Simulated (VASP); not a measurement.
A run of VASP 6.6.1 is set up as follows.

INCAR

```
SYSTEM = Bi2Se3
AGGAC = 1.0
AGGAX = 1.0
ALDAC = 0.0
ALDAX = 1.0
ALGO = Normal
EDIFF = 1E-6
EDIFFG = -0.01
ENCUT = 600
GGA = B5
IBRION = 2
ISIF = 3
ISMEAR = -1
IVDW = 13
LASPH = .True.
LCHARG = .False.
LREAL = .False.
LWAVE = .False.
NELM = 100
NSW = 60
PREC = Accurate
SIGMA = 0.05
VDW_A1 = 0.44488865
VDW_A2 = 4.0933009
VDW_S6 = 1.0
VDW_S8 = 2.34076671
```

The input KPOINTS:

```
k-points
0
Gamma
  8 8 8
  0 0 0
```

File POSCAR:

```
Bi2Se3
1.0
    2.0715000000      1.1959810826      9.5453333333
   -2.0715000000      1.1959810826      9.5453333333
    0.0000000000     -2.3919621653      9.5453333333
Bi Se
2 3
Direct
    0.5992000000      0.5992000000      0.5992000000
    0.4008000000      0.4008000000      0.4008000000
    0.7883000000      0.7883000000      0.7883000000
    0.2117000000      0.2117000000      0.2117000000
    0.0000000000      0.0000000000      0.0000000000
```

Potentials or basis: VASP PAW PBE potentials, release 64 (Bi_d, Se).

The run is started by

```sh
$ cat potpaw_PBE.64/Bi_d/POTCAR potpaw_PBE.64/Se/POTCAR > POTCAR
$ mpirun -np 1 vasp_std > vasp.out
```

Q: What does it give for the relaxed cell?

A: a = 9.744 Å, b = 9.744 Å, c = 9.744 Å, α = 24.88°, β = 24.88°, γ = 24.88°.

Q: Estimate the band gap on the k mesh.

A: 0.17 eV, direct.

The path:
```csv
step,energy change (eV),largest force (eV/Å),pressure (GPa),volume (Å³)
1,0.0000,0.3563,1.77,141.89
2,-0.0123,0.1397,-1.30,148.44
3,-0.0249,0.0678,-0.08,145.65
4,-0.0262,0.0648,-0.07,145.49
5,-0.0286,0.0673,-0.02,144.99
6,-0.0289,0.0856,0.02,144.74
7,-0.0303,0.0566,-0.01,144.67
8,-0.0318,0.0255,-0.11,144.49
9,-0.0320,0.0294,0.20,143.55
10,-0.0321,0.0281,0.08,143.93
11,-0.0322,0.0280,-0.05,144.01
12,-0.0323,0.0023,0.01,143.97
```

Caveat: the PAW data sets were made with another functional, which shifts forces and pressure a little; spin-orbit coupling is left out, which moves the levels of the heavy elements. Zero-point motion and thermal expansion aren't in these numbers.
